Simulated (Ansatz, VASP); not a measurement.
TlPdCl3: VASP beside Ansatz

```
Tl Pd Cl
1.0
     4.60699    0.00000    0.00000
     0.00000    4.60699    0.00000
     0.00000    0.00000    4.60699
Tl Pd Cl
1 1 3
Cartesian
  2.3035 2.3035 2.3035
  0.0000 0.0000 0.0000
  0.0000 2.3035 2.3035
  2.3035 0.0000 2.3035
  2.3035 2.3035 0.0000
```

Alike in both runs: task single point; functional PBE; k mesh 4 × 4 × 4; occupations gaussian, width 0.1 eV; collinear spin.

|  | VASP | Ansatz |
| --- | --- | --- |
| version | VASP 6.6.1 | Ansatz 0.2.0 |
| potentials or method | VASP PAW PBE potentials, release 64 (Tl_d, Pd, Cl), cutoff 520 eV | scalar-relativistic, plane waves, PAW |
| valence electrons in the cell | 44 | 52 |

|  | VASP | Ansatz | Ansatz less VASP |
| --- | --- | --- | --- |
| gap on the k mesh at the Fermi level (eV) | none | none | - |
| net moment per atom (μB) | 0.05 | 0.05 | -0.001 |

A gap of «none» marks a metal or a gap that the smearing closes. VASP's potentials hold 44 valence electrons a cell and Ansatz's 52, so a difference there can come from the potentials and not from the codes.

Neither program's run includes spin-orbit coupling.
